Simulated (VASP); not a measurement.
Ir, 2 atoms in the cell. It takes space group P6_3/mmc (No. 194, hexagonal). Conventional cell: a = 2.703 Å, b = 2.703 Å, c = 4.382 Å, α = 90.00°, β = 90.00°, γ = 120.00°. Within 3.5 Å of Ir (site symmetry -6m2) lie 12 Ir at 2.69 to 2.70 Å. This isn't the form of Ir at room conditions, which is fcc.

| Property | Result |
| --- | --- |
| Program | VASP 6.6.1 |
| Task | single point |
| Functional | PBEsol |
| Potentials or basis | VASP PAW PBE potentials, release 64 (Ir_sv_GW) |
| Cutoff | 560 eV |
| k mesh | 18 × 18 × 10 |
| Occupations | fermi-dirac, width 0.15 eV |
| Spin | no spin polarisation |
| Dipole correction | no |
| Further INCAR settings | ALGO = Normal; EDIFF = 1e-06; NBANDS = 24 |

Potentials or basis: VASP PAW PBE potentials, release 64 (Ir_sv_GW).

Launch:

```bash
$ cat potpaw_PBE.64/Ir_sv_GW/POTCAR > POTCAR
$ mpirun -np 1 vasp_std > vasp.out
```

Hardware: 1 thread of Intel(R) Xeon(R) Platinum 8488C (Sapphire Rapids) (shared host).

**Question.** How long does it take, and how much memory?

**Answer.** Run time: 66 s on 1 thread of Intel(R) Xeon(R) Platinum 8488C (Sapphire Rapids), on a shared host, peak memory 0.25 GiB. Counts: scf iterations 11, k points 222.
